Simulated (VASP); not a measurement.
**Li3SiS6: single point with PBE**

The system is Li3SiS6.

```
Li Si S
1.0
     0.00000    4.56962    4.56962
     4.56962    0.00000    4.56962
     4.56962    4.56962    0.00000
Li Si S
3 1 6
Direct
  0.25000 0.25000 0.25000
  0.75000 0.75000 0.75000
  0.50000 0.50000 0.50000
  0.00000 0.00000 0.00000
  0.76895 0.23105 0.23105
  0.23105 0.76895 0.76895
  0.23105 0.76895 0.23105
  0.76895 0.23105 0.76895
  0.23105 0.23105 0.76895
  0.76895 0.76895 0.23105
```

```yaml
Program: VASP 6.6.1
Task: single point
Functional: PBE
Potentials_or_basis: VASP PAW PBE potentials, release 64 (Li_sv, Si, S)
Cutoff: 520 eV
k_mesh: 4 × 4 × 4
Occupations: gaussian, width 0.1 eV
Spin: no spin polarisation
```

* Largest force: 1.400 eV/Å

Forces in eV/Å, atoms in the order of the input:
```
Li   0.000  0.000  0.000
Li   0.000  0.000  0.000
Li   0.000  0.000  0.000
Si   0.000  0.000  0.000
S    1.400  0.000  0.000
S   -1.400  0.000  0.000
S    0.000  1.400  0.000
S    0.000 -1.400  0.000
S    0.000  0.000  1.400
S    0.000  0.000 -1.400
```

Levels at points of the mesh, in eV from the Fermi level:
```csv
k point,band 20,band 21,band 22,band 23,band 24,band 25,band 26,band 27,band 28,band 29
"(0.00, 0.00, 0.00)",-0.56,-0.56,-0.18,-0.18,-0.18,1.16,1.16,1.16,2.22,3.15
"(0.50, 0.00, 0.00)",-1.80,-1.80,-0.17,0.01,0.01,0.50,0.50,0.56,3.47,4.62
"(0.50, 0.50, 0.00)",-1.61,-1.17,-0.66,-0.66,-0.60,-0.24,-0.24,1.13,4.26,5.37
```

It took 29 s on 1 thread of Intel(R) Xeon(R) 6975P-C (Granite Rapids), with other jobs on the host, peak memory 0.32 GiB.

Caveat: forces of over 1 eV/Å act on the atoms, so gaps and moduli don't describe the material at rest.
